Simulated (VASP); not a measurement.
Set up this calculation in VASP 6.6.1, as the native input.

```yaml
Task: relaxation of cell and atoms
Functional: LDA
Potentials_or_basis: VASP PAW LDA potentials, release 64 (Y_sv)
Cutoff: 600 eV
k_mesh: 6 × 6 × 3
Occupations: methfessel-paxton, width 0.1 eV
Spin: no spin polarisation
Dipole_correction: no
Further_INCAR_settings: ALGO = Normal; EDIFF = 1e-06; IBRION = 2; EDIFFG = -0.01; NSW = 80; ISIF = 3
```

The structure of Y lies in POSCAR:

```
Y
1.0
    3.6474000000      0.0000000000      0.0000000000
   -1.8237000000      3.1587410000      0.0000000000
    0.0000000000      0.0000000000      5.7306000000
Y
2
Direct
    0.3333333333      0.6666666667      0.2500000000
    0.6666666667      0.3333333333      0.7500000000
```

One way to write it, as run:

INCAR

```
SYSTEM = Y
ALGO     = Normal         ! electronic algorithm
EDIFF    = 1E-6           ! SCF threshold, eV
EDIFFG   = -0.01          ! ionic threshold
ENCUT    = 600            ! plane-wave cutoff, eV
IBRION   = 2              ! ionic algorithm
ISIF     = 3              ! what is computed and relaxed
ISMEAR   = 1              ! smearing method
LASPH    = .TRUE.         ! aspherical terms in the spheres
LCHARG   = .FALSE.        ! write CHGCAR
LREAL    = .FALSE.        ! projectors in reciprocal space
LWAVE    = .FALSE.        ! write WAVECAR
NELM     = 100            ! most SCF steps
NSW      = 80             ! ionic steps
PREC     = Accurate       ! precision mode
SIGMA    = 0.1            ! smearing width, eV
```

KPOINTS

```
k-points
0
G
  6 6 3
  0 0 0
```

Potentials or basis: VASP PAW LDA potentials, release 64 (Y_sv).

Run with:

```sh
$ cat potpaw_LDA.64/Y_sv/POTCAR > POTCAR
$ mpirun -np 1 vasp_std > vasp.out
```

Results of the run:

The relaxed volume is 29.51 Å³/atom. The relaxed cell is a = 3.525 Å, b = 3.525 Å, c = 5.486 Å, α = 90.00°, β = 90.00°, γ = 120.00°, the space group after relaxing (to 0.05 Å) is P6_3/mmc (No. 194) and the energy gained by relaxing is 52.0 meV/atom. The ionic steps are 14 and the pressure after relaxing is 0.0 GPa. The band gap on the k mesh is zero (band 11 reaches 4.76 eV, above the bottom of band 12 at 2.96 eV).

Caveat: the k points lie up to 0.38 Å⁻¹ apart in the final cell; the volume moved by -11 % from the deposited cell, more than functionals usually miss.

It took 110 s on 1 thread of Intel(R) Xeon(R) Platinum 8559C (Emerald Rapids), on a shared host, peak memory 0.19 GiB.
